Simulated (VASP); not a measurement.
Input of a VASP 6.6.1 run:

INCAR

```
PREC = Accurate
ENCUT = 600
EDIFF = 1E-6
ISMEAR = -1
SIGMA = 0.05
LREAL = False
LASPH = True
NELM = 200
ALGO = Normal
ISIF = 2
LWAVE = False
LCHARG = False
ISPIN = 2
MAGMOM = 2 0
LORBIT = 11
LMAXMIX = 4
GGA = PE
NBANDS = 22
GGA_COMPAT = False
```

The input KPOINTS:

```
regular mesh
0
Gamma
  11 11 10
```

File POSCAR:

```
CoO
1.0
    2.8938864250      0.0000000000      0.0000000000
   -1.4469432074      2.5061791557      0.0000000000
    0.0000000000      0.0000000000      2.8242897700
Co O
1 1
Direct
    0.0000000000      0.0000000000      0.0000000000
    0.6666666667      0.3333333333      0.5000000000
```

Potentials or basis: VASP PAW PBE potentials, release 64 (Co_sv, O).

The run is started by

```bash
$ cat potpaw_PBE.64/Co_sv/POTCAR potpaw_PBE.64/O/POTCAR > POTCAR
$ mpirun -np 1 vasp_std > vasp.out
```

Task: What does it give for the site moments?

Result: Co +2.54; O +0.38 μB.

Task: Estimate the band gap on the k mesh.

Result: Zero (filled and empty bands overlap).

Stress tensor (GPa, compression positive):
```
-13.28   0.00   0.00
  0.00 -13.28   0.00
  0.00   0.00 -19.26
```

Caveat: the cell stands under tension; a cell with one magnetic atom can't hold antiferromagnetic order, which such compounds often take; semilocal functionals often make such compounds metallic where correlation or magnetic order opens a gap, which also shifts bond lengths. With open d or f shells a metallic result of PBE can be an artefact of self-interaction; +U or a hybrid may open a gap.
